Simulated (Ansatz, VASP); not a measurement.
# CoSi2: VASP beside Ansatz

```
Co Si
1.0
     0.00000    2.68018    2.68018
     2.68018    0.00000    2.68018
     2.68018    2.68018    0.00000
Co Si
1 2
Direct
  0.98960 0.01040 0.98960
  0.27621 0.22379 0.24562
  0.74562 0.75438 0.77621
```

Change from the starting cell: mode 4 frozen in at -0.082 Å and mode 8 at -0.059 Å (largest displacements).

Alike in both runs: task single point; functional PBE; k mesh 12 × 12 × 12; occupations gaussian, width 0.15 eV; no spin polarisation.

|  | VASP | Ansatz |
| --- | --- | --- |
| version | VASP 6.6.1 | Ansatz 0.2.0 |
| potentials or method | VASP PAW PBE potentials, release 64 (Co, Si), cutoff 520 eV | scalar-relativistic, plane waves, PAW |
| valence electrons in the cell | 17 | 25 |

Ansatz gave:

```
gap on the k mesh at the Fermi level (eV)                     : none
pressure (GPa)                                                : 2.1
traceless stress, the component that is largest in VASP (GPa) : 6.12
rms of the force components (eV/Å)                            : 0.728
```

Estimate VASP's values.

gap on the k mesh at the Fermi level (eV): none; pressure (GPa): 1.9; traceless stress, the component that is largest in VASP (GPa): 6.12; rms of the force components (eV/Å): 0.730.

Atom by atom the forces differ by 0.004 eV/Å (rms over components). A gap of «none» marks a metal or a gap that the smearing closes. VASP's potentials hold 17 valence electrons a cell and Ansatz's 25, so a difference there can come from the potentials and not from the codes.
